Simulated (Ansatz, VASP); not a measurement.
# Rb: VASP beside Ansatz

```
CELL_PARAMETERS angstrom
-2.78285 2.78285 2.78285
2.78285 -2.78285 2.78285
2.78285 2.78285 -2.78285
ATOMIC_POSITIONS crystal
Rb 0.00000 0.00000 0.00000
```

Alike in both runs: task single point; functional PBEsol; k mesh 10 × 10 × 10; occupations gaussian, width 0.1 eV; no spin polarisation.

```csv
,VASP,Ansatz
version,VASP 6.6.1,Ansatz 0.2.0
potentials or method,"VASP PAW PBE potentials, release 64 (Rb_sv), cutoff 520 eV","scalar-relativistic, plane waves, PAW"
valence electrons in the cell,9,9
```

|  | VASP | Ansatz | Ansatz less VASP |
| --- | --- | --- | --- |
| gap on the k mesh at the Fermi level (eV) | none | none | - |
| pressure (GPa) | 0.0 | 0.0 | 0.00 |

VASP's potentials were made for PBE, not for PBEsol. A gap of «none» marks a metal or a gap that the smearing closes.
